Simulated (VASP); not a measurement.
Set up this calculation in VASP 6.6.1, as the native input.

```yaml
Task: single point
Functional: LDA
Potentials_or_basis: VASP PAW LDA potentials, release 64 (K_sv, F)
Cutoff: 520 eV
k_mesh: 8 × 8 × 8
Occupations: gaussian, width 0.05 eV
Spin: no spin polarisation
Dipole_correction: no
Further_INCAR_settings: ALGO = Normal; EDIFF = 1e-06; NBANDS = 15
```

The structure of KF lies in POSCAR:

```
KF
1.0
    0.0000000000      2.5817196783      2.1944617266
    2.4461793952      0.0000000000      2.1944617266
    2.4461793952      2.5817196783      0.0000000000
K F
1 1
Direct
    0.0000000000      0.0000000000      0.0000000000
    0.5000000000      0.5000000000      0.5000000000
```

This cell differs from its parent crystal: normal strain along x -0.0525, normal strain along z -0.1500.

The input as run:

INCAR

```
SYSTEM = KF
PREC = Accurate
ENCUT = 520
EDIFF = 1E-6
ISMEAR = 0
SIGMA = 0.05
LREAL = .FALSE.
LASPH = .TRUE.
NELM = 100
ALGO = Normal
ISIF = 2
LWAVE = .FALSE.
LCHARG = .TRUE.
GGA = CA
LELF = .TRUE.
LVHAR = .TRUE.
NBANDS = 15
```

KPOINTS

```
regular mesh
0
G
  8 8 8
  0 0 0
```

Potentials or basis: VASP PAW LDA potentials, release 64 (K_sv, F).

The run is started by

```console
$ cat potpaw_LDA.64/K_sv/POTCAR potpaw_LDA.64/F/POTCAR > POTCAR
$ mpirun -np 1 vasp_std > vasp.out
```

It gave:

| Property | Result |
| --- | --- |
| Pressure | 22.6 GPa |
| Band gap on the k mesh | 6.47 eV (least direct gap 6.57 eV) |

Caveat: the cell differs from its parent crystal (normal strain along x -0.0525, normal strain along z -0.1500); the stress differs along the axes, from 5 to 49 GPa.

It took 61 s on 1 thread of Intel Xeon 8259CL (shared host), peak memory 0.16 GiB.
